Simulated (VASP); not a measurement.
# La (Im-3m) in VASP: a series of runs

Runs on La. Level: PBE. Tasks: single point.

Everything below comes from runs of VASP 6.6.1. Logs are shortened: lines on timing, memory, paths and dates and some standing lists are left out, and cuts for length are marked.

### 1 The cell of the first run

It takes space group Im-3m (No. 229, cubic). Conventional cell: a = 4.142 Å, b = 4.142 Å, c = 4.142 Å, α = 90.00°, β = 90.00°, γ = 90.00°. Within 4.7 Å of La (site symmetry m-3m) lie 14 La at 3.59 to 4.14 Å.

This isn't the form of La at room conditions, which is double hcp.

### 2 Single point, PBE

Contents of INCAR:

```
  PREC = Accurate
  ENCUT = 520
  EDIFF = 1E-7
  ISMEAR = -1
  SIGMA = 0.06122561905347299
  LREAL = False
  LASPH = True
  NELM = 80
  ALGO = Normal
  ISIF = 2
  LWAVE = False
  LCHARG = False
  GGA = PE
  NBANDS = 12
```

Contents of KPOINTS:

```
Automatic mesh
0
Gamma
  12 12 12
```

Contents of POSCAR:

```
La
1.0
   -2.0712438905      2.0712438905      2.0712438905
    2.0712438905     -2.0712438905      2.0712438905
    2.0712438905      2.0712438905     -2.0712438905
La
1
Direct
    0.0000000000      0.0000000000      0.0000000000
```

Potentials or basis: VASP PAW PBE potentials, release 64 (La).

Run with:

```
cat potpaw_PBE.64/La/POTCAR > POTCAR
mpirun -np 1 vasp_std > vasp.out
```

OUTCAR:

```text
PREC = Accurate
   ENCUT = 520
   EDIFF = 1E-7
   ISMEAR = -1
   LREAL = False
   LASPH = True
   NELM = 80
   ISIF = 2
   GGA = PE

 ion  position               nearest neighbor table
   1  0.000  0.000  0.000-

  LATTYP: Found a body centered cubic cell.
 ALAT       =     4.1424877810

  Lattice vectors:

 A1 = (  -2.0712438905,   2.0712438905,   2.0712438905)
 A2 = (   2.0712438905,  -2.0712438905,   2.0712438905)
 A3 = (   2.0712438905,   2.0712438905,  -2.0712438905)

Analysis of symmetry for initial positions (statically):
=====================================================================
 Subroutine PRICEL returns:
 Original cell was already a primitive cell.

 Routine SETGRP: Setting up the symmetry group for a
 body centered cubic supercell.

 Subroutine GETGRP returns: Found 48 space group operations
 (whereof 48 operations were pure point group operations)
 out of a pool of 48 trial point group operations.

The static configuration has the point symmetry O_h .

Analysis of symmetry for dynamics (positions and initial velocities):
=====================================================================
 Subroutine PRICEL returns:
 Original cell was already a primitive cell.

 Routine SETGRP: Setting up the symmetry group for a
 body centered cubic supercell.

 Subroutine GETGRP returns: Found 48 space group operations
 (whereof 48 operations were pure point group operations)
 out of a pool of 48 trial point group operations.

The dynamic configuration has the point symmetry O_h .

 Subroutine INISYM returns: Found 48 space group operations
 (whereof 48 operations are pure point group operations),
 and found     1 'primitive' translations

----------------------------------------------------------------------------------------

                                     Primitive cell

  volume of cell :      35.5430

  direct lattice vectors                    reciprocal lattice vectors
    -2.071243890  2.071243890  2.071243890     0.000000000  0.241400833  0.241400833
     2.071243890 -2.071243890  2.071243890     0.241400833  0.000000000  0.241400833
     2.071243890  2.071243890 -2.071243890     0.241400833  0.241400833  0.000000000

  length of vectors
     3.587499653  3.587499653  3.587499653     0.341392332  0.341392332  0.341392332

  position of ions in fractional coordinates (direct lattice)
     0.000000000  0.000000000  0.000000000

  ion indices of the primitive-cell ions
   primitive index   ion index
                 1           1

----------------------------------------------------------------------------------------

 KPOINTS: Automatic mesh

Automatic generation of k-mesh.
 Grid dimensions read from file:
 generate k-points for:   12   12   12

 Generating k-lattice:

  Cartesian coordinates                     Fractional coordinates (reciprocal lattice)
     0.000000000  0.020116736  0.020116736     0.083333333  0.000000000  0.000000000
     0.020116736  0.000000000  0.020116736     0.000000000  0.083333333  0.000000000
     0.020116736  0.020116736  0.000000000     0.000000000  0.000000000  0.083333333

  Length of vectors
     0.028449361  0.028449361  0.028449361

  Shift w.r.t. Gamma in fractional coordinates (k-lattice)
     0.000000000  0.000000000  0.000000000

 Subroutine IBZKPT returns following result:
 ===========================================

 Found     72 irreducible k-points:

 Following reciprocal coordinates:
            Coordinates               Weight
  0.000000  0.000000  0.000000      1.000000
  0.083333  0.000000  0.000000     12.000000
  0.166667  0.000000  0.000000     12.000000
  0.250000  0.000000  0.000000     12.000000
  0.333333  0.000000  0.000000     12.000000
  0.416667  0.000000  0.000000     12.000000
[... 16 lines left out ...]
  0.333333  0.083333  0.083333     24.000000
  0.416667  0.083333  0.083333     12.000000
 [... further k-points ...]
   k-points           NKPTS =     72   k-points in BZ     NKDIM =     72   number of bands    NBANDS=     12
   number of dos      NEDOS =    301   number of ions     NIONS =      1
   total plane-waves  NPLWV =  21952
   dimension x,y,z NGX =    28 NGY =   28 NGZ =   28
   dimension x,y,z NGXF=    56 NGYF=   56 NGZF=   56
   ions per type =               1
   NGX,Y,Z   is equivalent  to a cutoff of  12.98, 12.98, 12.98 a.u.
   NGXF,Y,Z  is equivalent  to a cutoff of  25.95, 25.95, 25.95 a.u.
 SYSTEM =  unknown system
   PREC   = accura    normal or accurate (medium, high low for compatibility)
   ISTART =      0    job   : 0-new  1-cont  2-samecut
   ICHARG =      2    charge: 1-file 2-atom 10-const
   ISPIN  =      1    spin polarized calculation?
   LNONCOLLINEAR =      F non collinear calculations
   LSORBIT =      F    spin-orbit coupling
   LASPH  =      T    aspherical Exc in radial PAW
   ENCUT  =  520.0 eV  38.22 Ry    6.18 a.u.   6.67  6.67  6.67*2*pi/ulx,y,z
   NELM   =     80;   NELMIN=  2; NELMDL= -5     # of ELM steps
   EDIFF  = 0.1E-06   stopping-criterion for ELM
   LREAL  =      F    real-space projection
   EDIFFG = 0.1E-05   stopping-criterion for IOM
   NSW    =      0    number of steps for IOM
   IBRION =     -1    ionic relax: 0-MD 1-quasi-New 2-CG
   NFREE  =      0    steps in history (QN), initial steepest desc. (CG)
   ISIF   =      2    stress and relaxation
   ISYM   =      2    0-nonsym 1-usesym 2-fastsym
   POTIM  = 0.5000    time-step for ionic-motion
   TEBEG  =    0.0;   TEEND  =   0.0 temperature during run
   PSTRESS=    0.0 pullay stress
   NELECT =      11.0000    total number of electrons
   NUPDOWN=      -1.0000    fix difference up-down
   EMIN   =  10.00;   EMAX   =-10.00  energy-range for DOS
   EFERMI =   0.00;   METHOD = LEGACY
   ISMEAR =    -1;   SIGMA  =   0.06  broadening in eV -4-tet -1-fermi 0-gaus
   EFERMI_NEDOS =   21; number of points for ismear=-14 and -15
   IALGO  =     38    algorithm
   IMIX   =      4    mixing-type and parameters
     AMIX     =   0.40;   BMIX     =  1.00
     AMIX_MAG =   1.60;   BMIX_MAG =  1.00
  volume/ion in A,a.u.               =      35.54       239.86
  Fermi-wavevector in a.u.,A,eV,Ry     =   1.107357  2.092602 16.684014  1.226240
  Thomas-Fermi vector in A             =   2.243871
   LORBIT       =      0    0 simple, 1 ext, 2 COOP (PROOUT), +10 PAW based schemes
   GGA     = PE    functional components
   LHFCALC =     F    Hartree Fock is set to
   AEXX    =    0.0000 exact exchange contribution
   IVDW    =     0    specifies the selected vdW correction
   LEPSILON=     F    determine dielectric tensor
   LRPA    =     F    only Hartree local field effects (RPA)
 non-spin polarized calculation
  energy-cutoff  :      520.00
  volume of cell :       35.54
 maximum number of plane-waves:       976
   NGX = 13   NGY = 13   NGZ = 13

 number of electron      11.0000000 magnetization

 Free energy of the ion-electron system (eV)
  ---------------------------------------------------
  ext. energy  EPLUGINS =         0.00000000
  ---------------------------------------------------
  free energy    TOTEN  =        -4.76142524 eV

  energy without entropy =       -4.72424289  energy(sigma->0) =       -4.74283407

 E-fermi :   8.2772     XC(G=0):  -9.7410

 val. band max:        8.2746709333   @ k =   0.2500   0.1667   0.0000
 cond. band min:       8.2836970056   @ k =   0.1667   0.1667   0.0833
 fundamental gap:      0.0090260723
 Fermi energy:         8.2772140738

 k-point     1 :       0.0000    0.0000    0.0000
  band No.  band energies     occupation
      1     -24.5461      2.00000
      2      -7.4386      2.00000
      3      -7.4386      2.00000
      4      -7.4386      2.00000
      5       5.1487      2.00000
      6       9.8142      0.00000
      7       9.8142      0.00000
      8       9.8142      0.00000
      9       9.8552      0.00000
     10       9.8552      0.00000
     11       9.8552      0.00000
     12      10.6666      0.00000

 k-point     2 :       0.0833    0.0000    0.0000
  band No.  band energies     occupation
      1     -24.5300      2.00000
      2      -7.5583      2.00000
      3      -7.4731      2.00000
      4      -7.4402      2.00000
      5       5.3805      2.00000
      6       9.4622      0.00000
      7       9.4623      0.00000
      8       9.8456      0.00000
      9       9.9013      0.00000
     10      10.1104      0.00000
     11      10.1190      0.00000
     12      10.6480      0.00000

 k-point     3 :       0.1667    0.0000    0.0000
  band No.  band energies     occupation
      1     -24.4857      2.00000
      2      -7.8713      2.00000
      3      -7.5659      2.00000
      4      -7.4446      2.00000
      5       5.9687      2.00000
      6       9.0461      0.00001
      7       9.0606      0.00001
      8       9.8269      0.00000
      9      10.0536      0.00000
     10      10.2607      0.00000
     11      10.3085      0.00000
     12      10.5968      0.00000

 k-point     4 :       0.2500    0.0000    0.0000
  band No.  band energies     occupation
      1     -24.4243      2.00000
      2      -8.2704      2.00000
      3      -7.6887      2.00000
      4      -7.4508      2.00000
      5       6.5383      2.00000
      6       8.6483      0.00466
      7       8.9393      0.00004
      8       9.8198      0.00000
      9      10.1529      0.00000
     10      10.3066      0.00000
     11      10.4247      0.00000
     12      10.5739      0.00000

 k-point     5 :       0.3333    0.0000    0.0000
  band No.  band energies     occupation
      1     -24.3616      2.00000
      2      -8.6432      2.00000
      3      -7.8075      2.00000
      4      -7.4573      2.00000
      5       6.6367      2.00000
      6       8.3258      0.62288
      7       9.4134      0.00000
      8       9.8322      0.00000
      9      10.2065      0.00000
     10      10.3534      0.00000
     11      10.4915      0.00000
     12      10.5846      0.00000

 k-point     6 :       0.4167    0.0000    0.0000
  band No.  band energies     occupation
      1     -24.3150      2.00000
      2      -8.9024      2.00000
      3      -7.8921      2.00000
      4      -7.4621      2.00000
      5       6.4897      2.00000
      6       8.1179      1.86193
      7       9.8515      0.00000
      8       9.8756      0.00000
      9      10.2339      0.00000
     10      10.4776      0.00000
     11      10.5256      0.00000
     12      10.6122      0.00000

 k-point     7 :       0.5000    0.0000    0.0000
  band No.  band energies     occupation
      1     -24.2978      2.00000
      2      -8.9948      2.00000
      3      -7.9225      2.00000
      4      -7.4639      2.00000
      5       6.4146      2.00000
      6       8.0464      1.95495
      7       9.8603      0.00000
      8       9.9754      0.00000
      9      10.2425      0.00000
     10      10.5360      0.00000
     11      10.5443      0.00000
     12      10.6268      0.00000

 k-point     8 :       0.0833    0.0833    0.0000
  band No.  band energies     occupation
      1     -24.4998      2.00000
      2      -7.7732      2.00000
      3      -7.5126      2.00000
      4      -7.4688      2.00000
      5       5.7982      2.00000
      6       9.1377      0.00000
      7       9.1680      0.00000
      8       9.8321      0.00000
      9      10.0217      0.00000
     10      10.2453      0.00000
     11      10.2503      0.00000
     12      10.6102      0.00000
[... 166 lines left out ...]
 k-point    20 :       0.0833    0.0833    0.0833
  band No.  band energies     occupation
      1     -24.4602      2.00000
      2      -8.0625      2.00000
      3      -7.5246      2.00000
      4      -7.5246      2.00000
      5       6.3270      2.00000
      6       8.7759      0.00058
      7       8.7759      0.00058
      8       9.9795      0.00000
      9      10.2036      0.00000
     10      10.2679      0.00000
     11      10.2679      0.00000
     12      10.6777      0.00000

 k-point    21 :       0.1667    0.0833    0.0833
  band No.  band energies     occupation
      1     -24.4052      2.00000
      2      -8.3753      2.00000
      3      -7.6683      2.00000
      4      -7.5412      2.00000
      5       6.9520      2.00000
      6       8.4678      0.08518
      7       8.5639      0.01834
      8      10.0096      0.00000
      9      10.2566      0.00000
     10      10.3142      0.00000
     11      10.3357      0.00000
     12      10.6547      0.00000

 k-point    22 :       0.2500    0.0833    0.0833
  band No.  band energies     occupation
      1     -24.3494      2.00000
      2      -8.6490      2.00000
      3      -7.8354      2.00000
      4      -7.5580      2.00000
      5       7.1158      2.00000
      6       8.2402      1.29365
      7       9.0267      0.00001
      8      10.0061      0.00000
      9      10.2565      0.00000
     10      10.3741      0.00000
     11      10.4162      0.00000
     12      10.6442      0.00000

 k-point    23 :       0.3333    0.0833    0.0833
  band No.  band energies     occupation
      1     -24.3079      2.00000
      2      -8.8346      2.00000
      3      -7.9633      2.00000
      4      -7.5703      2.00000
      5       6.9705      2.00000
      6       8.1014      1.89282
      7       9.7291      0.00000
      8      10.0049      0.00000
      9      10.2463      0.00000
     10      10.4598      0.00000
     11      10.4889      0.00000
     12      10.6232      0.00000

 k-point    24 :       0.4167    0.0833    0.0833
  band No.  band energies     occupation
      1     -24.2926      2.00000
      2      -8.9002      2.00000
      3      -8.0106      2.00000
      4      -7.5749      2.00000
      5       6.8963      2.00000
      6       8.0548      1.94848
      7       9.9590      0.00000
      8      10.0056      0.00000
      9      10.2407      0.00000
     10      10.5169      0.00000
     11      10.5257      0.00000
     12      10.6047      0.00000

 [... further k-points ...]
[... 5 lines left out ...]
  --------------------------------------------------------------------------------------
  -------------------------------------------------------------------------------------
  Total        0.4218807      0.4218807      0.4218807      0.0000000      0.0000000      0.0000000
  in kB       19.0171958     19.0171958     19.0171958      0.0000000      0.0000000      0.0000000
  external PRESSURE =      19.0171958 kB  Pullay stress =       0.0000000 kB

 VOLUME and BASIS-vectors are now :
 -----------------------------------------------------------------------------
  energy-cutoff  :      520.00
  volume of cell :       35.54
      direct lattice vectors                 reciprocal lattice vectors
    -2.071243890  2.071243890  2.071243890     0.000000000  0.241400833  0.241400833
     2.071243890 -2.071243890  2.071243890     0.241400833  0.000000000  0.241400833
     2.071243890  2.071243890 -2.071243890     0.241400833  0.241400833  0.000000000

 POSITION                                       TOTAL-FORCE (eV/Angst)
 -----------------------------------------------------------------------------------
      0.00000      0.00000      0.00000        -0.000000      0.000000     -0.000000
 -----------------------------------------------------------------------------------
    total drift:                                0.000000      0.000000     -0.000000

  FREE ENERGIE OF THE ION-ELECTRON SYSTEM (eV)
  ---------------------------------------------------
  free  energy   TOTEN  =        -4.7614252406 eV

  energy  without entropy=       -4.7242428912  energy(sigma->0) =       -4.74283407
```

Wall time 32 s (1 thread of Intel Xeon Platinum 8488C (Sapphire Rapids), shared host); peak memory 0.19 GiB.

What came out:

```
Free energy            : -4.7614 eV
Pressure               : 1.9 GPa
Band gap on the k mesh : zero (an odd number of electrons rules out a gap without spin polarisation)
```

Levels at points of the mesh, in eV from the Fermi level:
| k point | band 2 | band 3 | band 4 | band 5 | band 6 | band 7 | band 8 | band 9 | band 10 | band 11 |
| --- | --- | --- | --- | --- | --- | --- | --- | --- | --- | --- |
| (0.00, 0.00, 0.00) | -15.72 | -15.72 | -15.72 | -3.13 | 1.54 | 1.54 | 1.54 | 1.58 | 1.58 | 1.58 |
| (0.50, 0.00, 0.00) | -17.27 | -16.20 | -15.74 | -1.86 | -0.23 | 1.58 | 1.70 | 1.97 | 2.26 | 2.27 |
| (0.50, 0.50, 0.50) | -16.76 | -16.76 | -16.76 | -2.01 | -2.01 | 1.74 | 1.93 | 1.93 | 1.93 | 2.46 |

Caveat: spin-orbit coupling is left out, which moves the levels of the heavy elements.

[end of part 1 of 2]
